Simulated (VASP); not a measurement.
# AsRu3 (Pm-3m) in VASP: a series of runs, part 3 of 3

VASP 6.6.1. Earlier steps stand in the parts before.

## (4) Relaxation of cell and atoms, PBE

This run uses another cell than the first one, of 14.59 Å³/atom.

INCAR

```
SYSTEM = AsRu3
ALGO = Normal
EDIFF = 1E-6
EDIFFG = -0.04
ENCUT = 600
GGA = PE
IBRION = 2
ISIF = 3
ISMEAR = 0
LASPH = .True.
LCHARG = .False.
LREAL = .False.
LWAVE = .False.
NELM = 80
NSW = 90
PREC = Accurate
SIGMA = 0.1
```

KPOINTS

```
k-points
0
Gamma
  4 4 4
  0 0 0
```

POSCAR

```
AsRu3
1.0
    3.8786409940      0.0000000000      0.0000000000
    0.0000000000      3.8786409940      0.0000000000
    0.0000000000      0.0000000000      3.8786409940
As Ru
1 3
Direct
    0.0000000000      0.0000000000      0.0000000000
    0.0000000000      0.5000000000      0.5000000000
    0.5000000000      0.0000000000      0.5000000000
    0.5000000000      0.5000000000      0.0000000000
```

Potentials or basis: VASP PAW PBE potentials, release 64 (As, Ru_pv).

Run with:

```sh
cat potpaw_PBE.64/As/POTCAR potpaw_PBE.64/Ru_pv/POTCAR > POTCAR
mpirun -np 1 vasp_std > vasp.out
```

OUTCAR:

```text
SYSTEM = AsRu3
   EDIFF = 1E-6
   EDIFFG = -0.04
   ENCUT = 600
   GGA = PE
   IBRION = 2
   ISIF = 3
   ISMEAR = 0
   LASPH = .True.
   LREAL = .False.
   NELM = 80
   NSW = 90
   PREC = Accurate

 ion  position               nearest neighbor table
   1  0.000  0.000  0.000-   2 2.74   3 2.74   4 2.74   2 2.74   3 2.74   2 2.74   4 2.74   2 2.74
                             3 2.74   4 2.74   3 2.74   4 2.74
   2  0.000  0.500  0.500-   1 2.74   3 2.74   4 2.74   1 2.74   4 2.74   1 2.74   3 2.74   1 2.74
                             3 2.74   4 2.74   4 2.74   3 2.74
   3  0.500  0.000  0.500-   1 2.74   2 2.74   4 2.74   1 2.74   4 2.74   2 2.74   4 2.74   4 2.74
                             1 2.74   2 2.74   1 2.74   2 2.74
   4  0.500  0.500  0.000-   1 2.74   2 2.74   3 2.74   2 2.74   3 2.74   1 2.74   3 2.74   3 2.74
                             1 2.74   2 2.74   2 2.74   1 2.74

  LATTYP: Found a simple cubic cell.
 ALAT       =     3.8786409940

  Lattice vectors:

 A1 = (   3.8786409940,   0.0000000000,   0.0000000000)
 A2 = (   0.0000000000,   3.8786409940,   0.0000000000)
 A3 = (   0.0000000000,   0.0000000000,   3.8786409940)

Analysis of symmetry for initial positions (statically):
=====================================================================
 Subroutine PRICEL returns:
 Original cell was already a primitive cell.

 Routine SETGRP: Setting up the symmetry group for a
 simple cubic supercell.

 Subroutine GETGRP returns: Found 48 space group operations
 (whereof 48 operations were pure point group operations)
 out of a pool of 48 trial point group operations.

The static configuration has the point symmetry O_h .

Analysis of symmetry for dynamics (positions and initial velocities):
=====================================================================
 Subroutine PRICEL returns:
 Original cell was already a primitive cell.

 Routine SETGRP: Setting up the symmetry group for a
 simple cubic supercell.

 Subroutine GETGRP returns: Found 48 space group operations
 (whereof 48 operations were pure point group operations)
 out of a pool of 48 trial point group operations.

The dynamic configuration has the point symmetry O_h .

 Subroutine INISYM returns: Found 48 space group operations
 (whereof 48 operations are pure point group operations),
 and found     1 'primitive' translations

----------------------------------------------------------------------------------------

                                     Primitive cell

  volume of cell :      58.3497

  direct lattice vectors                    reciprocal lattice vectors
     3.878640994  0.000000000  0.000000000     0.257822263  0.000000000  0.000000000
     0.000000000  3.878640994  0.000000000     0.000000000  0.257822263  0.000000000
     0.000000000  0.000000000  3.878640994     0.000000000  0.000000000  0.257822263

  length of vectors
     3.878640994  3.878640994  3.878640994     0.257822263  0.257822263  0.257822263

  position of ions in fractional coordinates (direct lattice)
     0.000000000  0.000000000  0.000000000
     0.000000000  0.500000000  0.500000000
     0.500000000  0.000000000  0.500000000
     0.500000000  0.500000000  0.000000000

  ion indices of the primitive-cell ions
   primitive index   ion index
                 1           1
                 2           2
                 3           3
                 4           4

----------------------------------------------------------------------------------------

 KPOINTS: k-points

Automatic generation of k-mesh.
 Grid dimensions read from file:
 generate k-points for:    4    4    4

 Generating k-lattice:

  Cartesian coordinates                     Fractional coordinates (reciprocal lattice)
     0.064455566  0.000000000  0.000000000     0.250000000  0.000000000  0.000000000
     0.000000000  0.064455566  0.000000000     0.000000000  0.250000000  0.000000000
     0.000000000  0.000000000  0.064455566     0.000000000  0.000000000  0.250000000

  Length of vectors
     0.064455566  0.064455566  0.064455566

  Shift w.r.t. Gamma in fractional coordinates (k-lattice)
     0.000000000  0.000000000  0.000000000

 Subroutine IBZKPT returns following result:
 ===========================================

 Found     10 irreducible k-points:

 Following reciprocal coordinates:
            Coordinates               Weight
  0.000000  0.000000  0.000000      1.000000
  0.250000  0.000000  0.000000      6.000000
  0.500000  0.000000  0.000000      3.000000
  0.250000  0.250000  0.000000     12.000000
  0.500000  0.250000  0.000000     12.000000
  0.500000  0.500000  0.000000      3.000000
  0.250000  0.250000  0.250000      8.000000
  0.500000  0.250000  0.250000     12.000000
  0.500000  0.500000  0.250000      6.000000
  0.500000  0.500000  0.500000      1.000000
   k-points           NKPTS =     10   k-points in BZ     NKDIM =     10   number of bands    NBANDS=     28
   number of dos      NEDOS =    301   number of ions     NIONS =      4
   total plane-waves  NPLWV =  32768
   dimension x,y,z NGX =    32 NGY =   32 NGZ =   32
   dimension x,y,z NGXF=    64 NGYF=   64 NGZF=   64
   ions per type =               1   3
   NGX,Y,Z   is equivalent  to a cutoff of  13.72, 13.72, 13.72 a.u.
   NGXF,Y,Z  is equivalent  to a cutoff of  27.43, 27.43, 27.43 a.u.
 SYSTEM =  AsRu3
   PREC   = accura    normal or accurate (medium, high low for compatibility)
   ISTART =      0    job   : 0-new  1-cont  2-samecut
   ICHARG =      2    charge: 1-file 2-atom 10-const
   ISPIN  =      1    spin polarized calculation?
   LNONCOLLINEAR =      F non collinear calculations
   LSORBIT =      F    spin-orbit coupling
   LASPH  =      T    aspherical Exc in radial PAW
   ENCUT  =  600.0 eV  44.10 Ry    6.64 a.u.   7.75  7.75  7.75*2*pi/ulx,y,z
   NELM   =     80;   NELMIN=  2; NELMDL= -5     # of ELM steps
   EDIFF  = 0.1E-05   stopping-criterion for ELM
   LREAL  =      F    real-space projection
   EDIFFG = -.4E-01   stopping-criterion for IOM
   NSW    =     90    number of steps for IOM
   IBRION =      2    ionic relax: 0-MD 1-quasi-New 2-CG
   NFREE  =      1    steps in history (QN), initial steepest desc. (CG)
   ISIF   =      3    stress and relaxation
   ISYM   =      2    0-nonsym 1-usesym 2-fastsym
   POTIM  = 0.5000    time-step for ionic-motion
   TEBEG  =    0.0;   TEEND  =   0.0 temperature during run
   PSTRESS=    0.0 pullay stress
   NELECT =      47.0000    total number of electrons
   NUPDOWN=      -1.0000    fix difference up-down
   EMIN   =  10.00;   EMAX   =-10.00  energy-range for DOS
   EFERMI =   0.00;   METHOD = LEGACY
   ISMEAR =     0;   SIGMA  =   0.10  broadening in eV -4-tet -1-fermi 0-gaus
   EFERMI_NEDOS =   21; number of points for ismear=-14 and -15
   IALGO  =     38    algorithm
   IMIX   =      4    mixing-type and parameters
     AMIX     =   0.40;   BMIX     =  1.00
     AMIX_MAG =   1.60;   BMIX_MAG =  1.00
  volume/ion in A,a.u.               =      14.59        98.44
  Fermi-wavevector in a.u.,A,eV,Ry     =   1.523215  2.878459 31.568018  2.320184
  Thomas-Fermi vector in A             =   2.631689
   LORBIT       =      0    0 simple, 1 ext, 2 COOP (PROOUT), +10 PAW based schemes
   GGA     = PE    functional components
   LHFCALC =     F    Hartree Fock is set to
   AEXX    =    0.0000 exact exchange contribution
   IVDW    =     0    specifies the selected vdW correction
   LEPSILON=     F    determine dielectric tensor
   LRPA    =     F    only Hartree local field effects (RPA)
 conjugate gradient relaxation of ions
 non-spin polarized calculation
 Gauss-broadening in eV      SIGMA  =   0.10
  energy-cutoff  :      600.00
  volume of cell :       58.35
 maximum number of plane-waves:      1956
 NGX is ok and might be reduce to    32
   NGX = 15   NGY = 15   NGZ = 15

--------------------------------------- Ionic step        1  -------------------------------------------

 number of electron      47.0000012 magnetization

 Free energy of the ion-electron system (eV)
  ---------------------------------------------------
  ext. energy  EPLUGINS =         0.00000000
  ---------------------------------------------------
  free energy    TOTEN  =       -31.05824799 eV

  energy without entropy =      -31.01131631  energy(sigma->0) =      -31.03478215

------------------------ aborting loop because EDIFF is reached ----------------------------------------

  FORCE on cell =-STRESS in cart. coord.  units (eV):
  Direction    XX          YY          ZZ          XY          YZ          ZX
  --------------------------------------------------------------------------------------
  -------------------------------------------------------------------------------------
  Total       -2.0533916     -2.0533916     -2.0533916     -0.0000000     -0.0000000      0.0000000
  in kB      -56.3824060    -56.3824060    -56.3824060     -0.0000000     -0.0000000      0.0000000
  external PRESSURE =     -56.3824060 kB  Pullay stress =       0.0000000 kB
[... 61 lines left out ...]
  energy  without entropy=      -30.9384537363  energy(sigma->0) =      -30.95826543

--------------------------------------- Ionic step        3  -------------------------------------------

 number of electron      47.0000012 magnetization

 Free energy of the ion-electron system (eV)
  ---------------------------------------------------
  ext. energy  EPLUGINS =         0.00000000
  ---------------------------------------------------
  free energy    TOTEN  =       -31.08516554 eV

  energy without entropy =      -31.04069529  energy(sigma->0) =      -31.06293041

 E-fermi :  11.4492     XC(G=0): -13.3641

 val. band max:       11.4423616819   @ k =   0.5000   0.2500   0.2500
 cond. band min:      11.4572123953   @ k =   0.5000   0.2500   0.0000
 fundamental gap:      0.0148507134
 Fermi energy:        11.4491954834

 k-point     1 :       0.0000    0.0000    0.0000
  band No.  band energies     occupation
      1     -31.3546      2.00000
      2     -31.3546      2.00000
      3     -31.3546      2.00000
      4     -30.9476      2.00000
      5     -30.9476      2.00000
      6     -30.9476      2.00000
[... 330 lines left out ...]
  FREE ENERGIE OF THE ION-ELECTRON SYSTEM (eV)
  ---------------------------------------------------
  free  energy   TOTEN  =       -31.0851655375 eV

  energy  without entropy=      -31.0406952859  energy(sigma->0) =      -31.06293041

 reached required accuracy - stopping structural energy minimisation
```

OSZICAR:

```text
N       E                     dE             d eps       ncg     rms          rms(c)
DAV:   1     0.547727084235E+03    0.54773E+03   -0.30383E+04   560   0.196E+03
DAV:   2    -0.113548322380E+02   -0.55908E+03   -0.54768E+03   580   0.550E+02
DAV:   3    -0.316871786660E+02   -0.20332E+02   -0.19027E+02   684   0.966E+01
[... 29 lines left out ...]
DAV:   6    -0.310851418080E+02   -0.11770E-02   -0.29655E-03   576   0.345E-01    0.538E-02
DAV:   7    -0.310851649242E+02   -0.23116E-04   -0.17106E-04   680   0.732E-02    0.320E-02
DAV:   8    -0.310851668372E+02   -0.19130E-05   -0.45294E-05   500   0.273E-02    0.967E-03
DAV:   9    -0.310851654241E+02    0.14132E-05   -0.78719E-06   492   0.119E-02    0.218E-03
DAV:  10    -0.310851655375E+02   -0.11349E-06   -0.32255E-07   280   0.284E-03
   3 F= -.31085166E+02 E0= -.31062930E+02  d E =-.269175E-01
```

Wall time 62 s (1 thread of Intel Xeon 8259CL, shared host); peak memory 0.19 GiB.

Results:

```yaml
Free_energy: -31.0852 eV
Relaxed_volume: 14.22 Å³/atom
Relaxed_cell: a = 3.846 Å, b = 3.846 Å, c = 3.846 Å, α = 90.00°, β = 90.00°, γ = 90.00°
Space_group_after_relaxing_to_0.1_Å: Pm-3m (No. 221)
Energy_gained_by_relaxing: 6.7 meV/atom
Ionic_steps: 3
Pressure_after_relaxing: -0.1 GPa
Band_gap_on_the_k_mesh: zero (an odd number of electrons rules out a gap without spin polarisation)
```

The path:
| step | energy change (eV) | largest force (eV/Å) | pressure (GPa) | volume (Å³) |
| --- | --- | --- | --- | --- |
| 1 | 0.0000 | 0.0000 | -5.64 | 58.35 |
| 2 | 0.0802 | 0.0000 | 13.22 | 54.12 |
| 3 | -0.0269 | 0.0000 | -0.09 | 56.88 |

Final structure:
```
As Ru
1.0
     3.84586    0.00000    0.00000
     0.00000    3.84586    0.00000
     0.00000    0.00000    3.84586
As Ru
1 3
Direct
  0.00000 0.00000 0.00000
  0.00000 0.50000 0.50000
  0.50000 0.00000 0.50000
  0.50000 0.50000 0.00000
```

Caveat: the k points lie up to 0.41 Å⁻¹ apart in the final cell, too coarse for converged energies and pressures of a metal.

## (5) The runs side by side

```tsv
task	cell	k mesh	cutoff (eV)	gap on the mesh (eV)	pressure (GPa)
single point	a = 3.847 Å, 4 atoms	4 × 4 × 4	520	none	-0.2
single point	a = 3.879 Å, 4 atoms	6 × 6 × 6	520	none	-5.1
relaxation of cell and atoms	relaxed from a = 3.879 Å, 4 atoms	4 × 4 × 4	600	none	-0.1
```

Alike in all rows: level PBE; potentials or basis VASP PAW PBE potentials, release 64 (As, Ru_pv); no spin polarisation; smearing gaussian 0.1 eV.

Caveats: some runs use coarse meshes; the cell stands under tension (at least some runs).

Absolute energies hang on the potentials; compare differences alone.
